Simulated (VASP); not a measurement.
Input of a VASP 6.6.1 run:

Contents of INCAR:

```
  PREC = Accurate
  ENCUT = 520
  EDIFF = 1E-8
  ISMEAR = -1
  SIGMA = 0.02
  LREAL = F
  LASPH = T
  NELM = 80
  ALGO = Normal
  ISIF = 2
  LWAVE = F
  LCHARG = F
  GGA = CA
  LEFG = T
  NBANDS = 26
```

KPOINTS

```
Automatic mesh
0
Gamma
  8 8 4
```

POSCAR

```
CdS
1.0
    4.1209703402      0.0000000000      0.0000000000
   -2.0604851701      3.5688650029      0.0000000000
    0.0000000000      0.0000000000      6.7264279250
Cd S
2 2
Direct
    0.3333333333      0.6666666667      0.0000000000
    0.6666666667      0.3333333333      0.5000000000
    0.3333333333      0.6666666667      0.3850000000
    0.6666666667      0.3333333333      0.8850000000
```

Potentials or basis: VASP PAW LDA potentials, release 64 (Cd, S).

Run with:

```bash
$ cat potpaw_LDA.64/Cd/POTCAR potpaw_LDA.64/S/POTCAR > POTCAR
$ mpirun -np 1 vasp_std > vasp.out
```

Problem. Predict the band gap on the k mesh.

Solution. 0.99 eV, direct.

Problem. What does it give for the largest force?

Solution. 0.258 eV/Å.

Stress tensor (GPa, compression positive):
```
-1.00  0.00  0.00
 0.00 -1.00  0.00
 0.00  0.00 -3.04
```

Caveat: without QUAD_EFG the Cq values of the log hold for a quadrupole moment of 1 mb, not for the nuclei.
